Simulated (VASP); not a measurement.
Here is a VASP 6.6.1 calculation.

Contents of INCAR:

```
ALGO = Normal
EDIFF = 1E-7
ENCUT = 520
GGA = CA
ISIF = 2
ISMEAR = -1
ISPIN = 2
LASPH = True
LCHARG = True
LELF = True
LMAXMIX = 4
LORBIT = 11
LREAL = False
LVHAR = True
LWAVE = False
MAGMOM = 0.565 0.565 0.565 0.225
NBANDS = 32
NELM = 150
NUPDOWN = 1.92
PREC = Accurate
SIGMA = 0.05
```

Contents of KPOINTS:

```
k-points
0
Gamma
  9 9 9
```

Contents of POSCAR:

```
Ni3Pt
1.0
    3.6245667900      0.0000000000      0.0000000000
    0.0000000000      3.6245667900      0.0000000000
    0.0000000000      0.0000000000      3.6245667900
Ni Pt
3 1
Direct
    0.5000000000      0.0000000000      0.5000000000
    0.0000000000      0.5000000000      0.5000000000
    0.5000000000      0.5000000000      0.0000000000
    0.0000000000      0.0000000000      0.0000000000
```

Potentials or basis: VASP PAW LDA potentials, release 64 (Ni, Pt).

Run with:

```sh
$ cat potpaw_LDA.64/Ni/POTCAR potpaw_LDA.64/Pt/POTCAR > POTCAR
$ mpirun -np 1 vasp_std > vasp.out
```

Question: What does it give for the pressure?

Answer: -11.8 GPa.

Caveat: the cell stands under tension; the total moment is fixed, so each spin has its own Fermi level and the state may be an excited one.
